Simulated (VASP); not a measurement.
# Pd (R-3m) in VASP: a series of runs

Pd is run at these levels: PBE; tasks: single point.

All numbers are computed with VASP 6.6.1; they aren't measurements. Logs are shortened: lines on timing, memory, paths and dates and some standing lists are left out, and cuts for length are marked.

**1. The cell of the first run**

Symmetry: R-3m, No. 166, trigonal system. The conventional cell has a = 3.261 Å, b = 3.261 Å, c = 4.793 Å, α = 90.00°, β = 90.00°, γ = 120.00°. Pd (site symmetry -3m) has 12 Pd at 2.47 to 3.26 Å within 3.3 Å.

**2. Single point, PBE**

Input file INCAR:

```
ALGO = Fast
EDIFF = 1E-7
ENCUT = 520
GGA = PE
ISIF = 2
ISMEAR = 0
LASPH = T
LCHARG = F
LREAL = F
LWAVE = F
NBANDS = 11
NELM = 80
PREC = Accurate
SIGMA = 0.15
```

Input file KPOINTS:

```
k-points
0
Gamma
  24 24 24
```

Input file POSCAR:

```
Pd
1.0
   -0.6149157145      1.6910182148      1.6910182148
    1.6910182148     -0.6149157145      1.6910182148
    1.6910182148      1.6910182148     -0.6149157145
Pd
1
Direct
    0.0000000000      0.0000000000      0.0000000000
```

Potentials or basis: VASP PAW PBE potentials, release 64 (Pd).

The run is started by

```
cat potpaw_PBE.64/Pd/POTCAR > POTCAR
mpirun -np 1 vasp_std > vasp.out
```

OUTCAR:

```text
EDIFF = 1E-7
   ENCUT = 520
   GGA = PE
   ISIF = 2
   ISMEAR = 0
   LASPH = T
   LREAL = F
   NELM = 80
   PREC = Accurate

 ion  position               nearest neighbor table
   1  0.000  0.000  0.000-

  LATTYP: Found a trigonal (rhomboedric) cell.
 ALAT       =     2.4692522231
 COS(alpha) =     0.1279069767

  Lattice vectors:

 A1 = (  -0.6149157145,   1.6910182148,   1.6910182148)
 A2 = (   1.6910182148,  -0.6149157145,   1.6910182148)
 A3 = (   1.6910182148,   1.6910182148,  -0.6149157145)

Analysis of symmetry for initial positions (statically):
=====================================================================
 Subroutine PRICEL returns:
 Original cell was already a primitive cell.

 Routine SETGRP: Setting up the symmetry group for a
 trigonal (rhombohedral) supercell.

 Subroutine GETGRP returns: Found 12 space group operations
 (whereof 12 operations were pure point group operations)
 out of a pool of 12 trial point group operations.

The static configuration has the point symmetry D_3d.

Analysis of symmetry for dynamics (positions and initial velocities):
=====================================================================
 Subroutine PRICEL returns:
 Original cell was already a primitive cell.

 Routine SETGRP: Setting up the symmetry group for a
 trigonal (rhombohedral) supercell.

 Subroutine GETGRP returns: Found 12 space group operations
 (whereof 12 operations were pure point group operations)
 out of a pool of 12 trial point group operations.

The dynamic configuration has the point symmetry D_3d.

 Subroutine INISYM returns: Found 12 space group operations
 (whereof 12 operations are pure point group operations),
 and found     1 'primitive' translations

----------------------------------------------------------------------------------------

                                     Primitive cell

  volume of cell :      14.7137

  direct lattice vectors                    reciprocal lattice vectors
    -0.614915715  1.691018215  1.691018215    -0.168647021  0.265016748  0.265016748
     1.691018215 -0.614915715  1.691018215     0.265016748 -0.168647021  0.265016748
     1.691018215  1.691018215 -0.614915715     0.265016748  0.265016748 -0.168647021

  length of vectors
     2.469252223  2.469252223  2.469252223     0.410986096  0.410986096  0.410986096

  position of ions in fractional coordinates (direct lattice)
[... 83 lines left out ...]
   ISIF   =      2    stress and relaxation
   ISYM   =      2    0-nonsym 1-usesym 2-fastsym
   POTIM  = 0.5000    time-step for ionic-motion
   TEBEG  =    0.0;   TEEND  =   0.0 temperature during run
   PSTRESS=    0.0 pullay stress
   NELECT =      10.0000    total number of electrons
   NUPDOWN=      -1.0000    fix difference up-down
   EMIN   =  10.00;   EMAX   =-10.00  energy-range for DOS
   EFERMI =   0.00;   METHOD = LEGACY
   ISMEAR =     0;   SIGMA  =   0.15  broadening in eV -4-tet -1-fermi 0-gaus
   EFERMI_NEDOS =   21; number of points for ismear=-14 and -15
   IALGO  =     68    algorithm
   IMIX   =      4    mixing-type and parameters
     AMIX     =   0.40;   BMIX     =  1.00
     AMIX_MAG =   1.60;   BMIX_MAG =  1.00
  volume/ion in A,a.u.               =      14.71        99.29
  Fermi-wavevector in a.u.,A,eV,Ry     =   1.439354  2.719984 28.187725  2.071739
  Thomas-Fermi vector in A             =   2.558219
   LORBIT       =      0    0 simple, 1 ext, 2 COOP (PROOUT), +10 PAW based schemes
   GGA     = PE    functional components
   LHFCALC =     F    Hartree Fock is set to
   AEXX    =    0.0000 exact exchange contribution
   IVDW    =     0    specifies the selected vdW correction
   LEPSILON=     F    determine dielectric tensor
   LRPA    =     F    only Hartree local field effects (RPA)
 non-spin polarized calculation
 RMM-DIIS sequential band-by-band and
 Gauss-broadening in eV      SIGMA  =   0.15
  energy-cutoff  :      520.00
  volume of cell :       14.71
 maximum number of plane-waves:       411
   NGX =  9   NGY =  9   NGZ =  9

 number of electron      10.0000000 magnetization

 number of electron       9.9999998 magnetization

 Free energy of the ion-electron system (eV)
  ---------------------------------------------------
  ext. energy  EPLUGINS =         0.00000000
  ---------------------------------------------------
  free energy    TOTEN  =        -4.50544098 eV

  energy without entropy =       -4.49190672  energy(sigma->0) =       -4.49867385

 E-fermi :  10.0424     XC(G=0): -13.0766

 val. band max:       10.0404933302   @ k =  -0.3750   0.4167   0.1250
 cond. band min:      10.0424407614   @ k =   0.0417   0.0000   0.0000
 fundamental gap:      0.0019474312
 Fermi energy:        10.0423704141

 k-point     1 :       0.0000    0.0000    0.0000
  band No.  band energies     occupation
      1       2.8284      2.00000
      2       4.5273      2.00000
      3       4.5273      2.00000
      4       9.9790      1.45001
      5       9.9790      1.45000
      6      10.0617      0.85513
      7      26.9379      0.00000
      8      28.7159      0.00000
      9      28.7159      0.00000
     10      35.7329      0.00000
     11      35.9602      0.00000
[... 309 lines left out ...]
 k-point    24 :       0.4583    0.0417    0.0000
  band No.  band energies     occupation
      1       4.9920      2.00000
      2       5.0766      2.00000
      3       8.0517      2.00000
      4       8.5257      2.00000
      5      10.1014      0.57754
      6      10.1346      0.38477
      7      16.5268      0.00000
      8      29.0716      0.00000
      9      30.8447      0.00000
     10      34.6617      0.00000
     11      36.6780      0.00000

 [... further k-points ...]

------------------------ aborting loop because EDIFF is reached ----------------------------------------

  FORCE on cell =-STRESS in cart. coord.  units (eV):
  Direction    XX          YY          ZZ          XY          YZ          ZX
  --------------------------------------------------------------------------------------
  -------------------------------------------------------------------------------------
  Total        3.2209063      3.2209063      3.2209063      0.5415238      0.5415238      0.5415238
  in kB      350.7251050    350.7251050    350.7251050     58.9666250     58.9666250     58.9666250
  external PRESSURE =     350.7251050 kB  Pullay stress =       0.0000000 kB

 VOLUME and BASIS-vectors are now :
 -----------------------------------------------------------------------------
  energy-cutoff  :      520.00
  volume of cell :       14.71
      direct lattice vectors                 reciprocal lattice vectors
    -0.614915715  1.691018215  1.691018215    -0.168647021  0.265016748  0.265016748
     1.691018215 -0.614915715  1.691018215     0.265016748 -0.168647021  0.265016748
     1.691018215  1.691018215 -0.614915715     0.265016748  0.265016748 -0.168647021

 POSITION                                       TOTAL-FORCE (eV/Angst)
 -----------------------------------------------------------------------------------
      0.00000      0.00000      0.00000         0.000000     -0.000000     -0.000000
 -----------------------------------------------------------------------------------
    total drift:                                0.000000     -0.000000      0.000000

  FREE ENERGIE OF THE ION-ELECTRON SYSTEM (eV)
  ---------------------------------------------------
  free  energy   TOTEN  =        -4.5054409812 eV

  energy  without entropy=       -4.4919067171  energy(sigma->0) =       -4.49867385
```

OSZICAR:

```text
N       E                     dE             d eps       ncg     rms          rms(c)
DAV:   1     0.435738898186E+02    0.43574E+02   -0.52061E+03 29110   0.855E+02
DAV:   2    -0.414552915369E+01   -0.47719E+02   -0.46093E+02 32101   0.184E+02
DAV:   3    -0.469601360835E+01   -0.55048E+00   -0.54842E+00 35405   0.214E+01
DAV:   4    -0.469855551847E+01   -0.25419E-02   -0.25415E-02 35074   0.148E+00
DAV:   5    -0.469858341695E+01   -0.27898E-04   -0.27897E-04 38632   0.141E-01    0.916E+00
RMM:   6    -0.452274959874E+01    0.17583E+00   -0.18644E-01 30458   0.405E+00    0.490E+00
RMM:   7    -0.450875366880E+01    0.13996E-01   -0.58754E-03 33471   0.882E-01    0.223E+00
RMM:   8    -0.450543279260E+01    0.33209E-02   -0.16198E-03 35829   0.402E-01    0.617E-02
RMM:   9    -0.450543436708E+01   -0.15745E-05   -0.12641E-04 39098   0.965E-02    0.196E-02
RMM:  10    -0.450544011971E+01   -0.57526E-05   -0.33491E-05 37812   0.453E-02    0.720E-03
RMM:  11    -0.450544090349E+01   -0.78378E-06   -0.13033E-05 40743   0.239E-02    0.651E-03
RMM:  12    -0.450544095597E+01   -0.52478E-07   -0.24110E-06 38077   0.101E-02    0.318E-03
RMM:  13    -0.450544098122E+01   -0.25245E-07   -0.56603E-07 32557   0.439E-03
   1 F= -.45054410E+01 E0= -.44986738E+01  d E =-.135343E-01
```

stdout:

```text
POSCAR found type information on POSCAR Pd
 POSCAR found :  1 types and       1 ions
 scaLAPACK will be used
 LDA part: xc-table for (Slater+PW92), standard interpolation
 POSCAR, INCAR and KPOINTS ok, starting setup
 FFT: planning ... GRIDC
 FFT: planning ... GRID_SOFT
 FFT: planning ... GRID
 WAVECAR not read
 entering main loop
WARNING in EDDRMM: call to ZHEGV failed, returncode =   8  4     11
```

It took 3.4 min on 1 thread of Intel Xeon 8259CL, shared host; peak memory 0.31 GiB.

What came out:

```
Free energy            : -4.5054 eV
Pressure               : 35.1 GPa
Band gap on the k mesh : zero (bands 5 and 6 overlap by 2.84 eV)
```

Stress tensor (GPa, compression positive):
```
35.07  5.90  5.90
 5.90 35.07  5.90
 5.90  5.90 35.07
```

Caveat: the cell stands under pressure.

**3. Single point, PBE**

This run uses another cell than the first one, of the same volume but with other edges.

Input file INCAR:

```
  PREC = Accurate
  ENCUT = 520
  EDIFF = 1E-7
  ISMEAR = 0
  SIGMA = 0.15
  LREAL = F
  LASPH = T
  NELM = 100
  ALGO = Fast
  ISIF = 2
  LWAVE = F
  LCHARG = T
  GGA = PE
  LELF = T
  LVHAR = T
  NBANDS = 11
```

Input file KPOINTS:

```
regular mesh
0
Gamma
  24 24 24
```

Input file POSCAR:

```
Pd
1.0
   -0.2053167122      1.8478504095      1.8478504095
    1.8478504095     -0.2053167122      1.8478504095
    1.8478504095      1.8478504095     -0.2053167122
Pd
1
Direct
    0.0000000000      0.0000000000      0.0000000000
```

Potentials or basis: VASP PAW PBE potentials, release 64 (Pd).

The run is started by

```
cat potpaw_PBE.64/Pd/POTCAR > POTCAR
mpirun -np 1 vasp_std > vasp.out
```

Wall time 3.6 min (1 thread of Intel Xeon 8259CL, shared host); peak memory 0.32 GiB.

The run converged. Its results:

| Property | Result |
| --- | --- |
| Free energy | -5.0969 eV |
| Pressure | 12.1 GPa |
| Band gap on the k mesh | zero (bands 5 and 6 overlap by 2.30 eV) |

Stress tensor (GPa, compression positive):
```
12.14  7.58  7.58
 7.58 12.14  7.58
 7.58  7.58 12.14
```

Levels at points of the mesh, in eV from the Fermi level:
```
           k point  band 2  band 3  band 4  band 5  band 6  band 7  band 8  band 9
(0.00, 0.00, 0.00)   -3.66   -3.66   -1.78   -0.98   -0.98   16.88   20.48   20.48
(0.50, 0.00, 0.00)   -3.79   -1.82   -0.59    0.06    0.59    6.73   17.14   20.37
(0.50, 0.50, 0.00)   -5.19   -0.33    0.07    0.67    3.49   10.98   11.26   15.56
(0.50, 0.50, 0.50)   -3.22   -3.22    0.40    0.40    2.74    9.87   15.12   18.82
```

Caveat: the cell stands under pressure.

**4. Single point, PBE**

This run uses another cell than the first one, of the same volume but with other edges.

Input file INCAR:

```
SYSTEM = Pd
PREC = Accurate ; ENCUT = 520
EDIFF = 1E-6 ; ISMEAR = 0
SIGMA = 0.15 ; LREAL = .False.
LASPH = .True. ; NELM = 60
ALGO = Fast ; ISIF = 2
LWAVE = .False. ; LCHARG = .True.
GGA = PE ; LELF = .True.
LVHAR = .True. ; NBANDS = 11
```

Input file KPOINTS:

```
Automatic mesh
0
Gamma
  24 24 24
  0 0 0
```

Input file POSCAR:

```
Pd
1.0
    0.2440294630      2.0742504356      2.0742504356
    2.0742504356      0.2440294630      2.0742504356
    2.0742504356      2.0742504356      0.2440294630
Pd
1
Direct
    0.0000000000      0.0000000000      0.0000000000
```

The run is started by

```
cat potpaw_PBE.64/Pd/POTCAR > POTCAR
mpirun -np 1 vasp_std > vasp.out
```

Run time: 4.1 min. Hardware: 1 thread of Intel Xeon 8259CL, shared host; peak memory 0.33 GiB.

The run converged. Its results:

```yaml
Free_energy: -5.0267 eV
Pressure: 15.4 GPa
Band_gap_on_the_k_mesh: zero (bands 5 and 6 overlap by 1.80 eV)
```

Stress tensor (GPa, compression positive):
```
 15.44 -12.37 -12.37
-12.37  15.44 -12.37
-12.37 -12.37  15.44
```

Levels at points of the mesh, in eV from the Fermi level:
| k point | band 1 | band 2 | band 3 | band 4 | band 5 | band 6 | band 7 | band 8 | band 9 | band 10 |
| --- | --- | --- | --- | --- | --- | --- | --- | --- | --- | --- |
| (0.00, 0.00, 0.00) | -7.18 | -3.90 | -2.84 | -2.84 | -0.83 | -0.83 | 15.45 | 19.80 | 24.35 | 24.35 |
| (0.50, 0.00, 0.00) | -5.56 | -3.81 | -1.95 | -0.64 | 0.54 | 1.65 | 8.41 | 15.61 | 19.53 | 21.98 |
| (0.50, 0.50, 0.00) | -5.74 | -5.11 | -0.34 | 0.17 | 0.61 | 3.51 | 11.01 | 11.27 | 15.71 | 20.05 |
| (0.50, 0.50, 0.50) | -5.68 | -2.99 | -2.99 | -0.33 | -0.13 | -0.13 | 4.80 | 18.07 | 24.19 | 24.19 |

Caveat: the cell stands under pressure.

**5. Single point, PBE**

This run uses another cell than the first one, of the same volume but with other edges.

Input file INCAR:

```
ALGO = Fast
EDIFF = 1E-6
ENCUT = 520
GGA = PE
ISIF = 2
ISMEAR = 0
LASPH = True
LCHARG = False
LREAL = False
LWAVE = False
NBANDS = 11
NELM = 100
PREC = Accurate
SIGMA = 0.15
```

Input file KPOINTS:

```
k-points
0
Gamma
  24 24 24
```

Input file POSCAR:

```
Pd
1.0
    0.7604799181      2.3900797425      2.3900797425
    2.3900797425      0.7604799181      2.3900797425
    2.3900797425      2.3900797425      0.7604799181
Pd
1
Direct
    0.0000000000      0.0000000000      0.0000000000
```

The run is started by

```
cat potpaw_PBE.64/Pd/POTCAR > POTCAR
mpirun -np 1 vasp_std > vasp.out
```

It took 8.3 min on 1 thread of Intel Xeon 8259CL, shared host; peak memory 0.35 GiB.

It converged, with:

| Property | Result |
| --- | --- |
| Free energy | -3.0689 eV |
| Pressure | 90.2 GPa |
| Band gap on the k mesh | zero (bands 5 and 6 overlap by 2.52 eV) |

Stress tensor (GPa, compression positive):
```
 90.23 -52.17 -52.17
-52.17  90.23 -52.17
-52.17 -52.17  90.23
```

Levels at points of the mesh, in eV from the Fermi level:
```tsv
k point	band 1	band 2	band 3	band 4	band 5	band 6	band 7	band 8	band 9	band 10
(0.00, 0.00, 0.00)	-7.90	-5.36	-4.14	-4.14	0.13	0.13	7.96	17.06	19.96	25.65
(0.50, 0.00, 0.00)	-8.16	-5.43	-1.39	-1.09	1.82	3.48	10.93	12.93	19.42	22.40
(0.50, 0.50, 0.00)	-8.20	-5.92	-0.83	-0.56	1.82	4.64	9.70	12.18	18.46	21.17
(0.50, 0.50, 0.50)	-7.59	-4.15	-4.15	-1.63	0.15	0.21	0.21	19.69	22.54	25.62
```

Caveat: the cell stands under pressure.

**6. The runs side by side**

| cell | further INCAR settings | gap on the mesh (eV) | pressure (GPa) |
| --- | --- | --- | --- |
| a = 2.469 Å, angles 82.7°, 1 atom | ALGO = Fast; EDIFF = 1e-07; NBANDS = 11 | none | 35.1 |
| a = 2.621 Å, angles 67.3°, 1 atom | ALGO = Fast; EDIFF = 1e-07; NBANDS = 11 | none | 12.1 |
| a = 2.944 Å, angles 52.2°, 1 atom | ALGO = Fast; EDIFF = 1e-06; NBANDS = 11 | none | 15.4 |
| a = 3.465 Å, angles 38.9°, 1 atom | ALGO = Fast; EDIFF = 1e-06; NBANDS = 11 | none | 90.2 |

Alike in all rows: task single point; level PBE; potentials or basis VASP PAW PBE potentials, release 64 (Pd); no spin polarisation; k mesh 24 × 24 × 24; cutoff (eV) 520; smearing gaussian 0.15 eV.

Caveats: the cell stands under pressure.

Absolute energies hang on the potentials; compare differences alone.
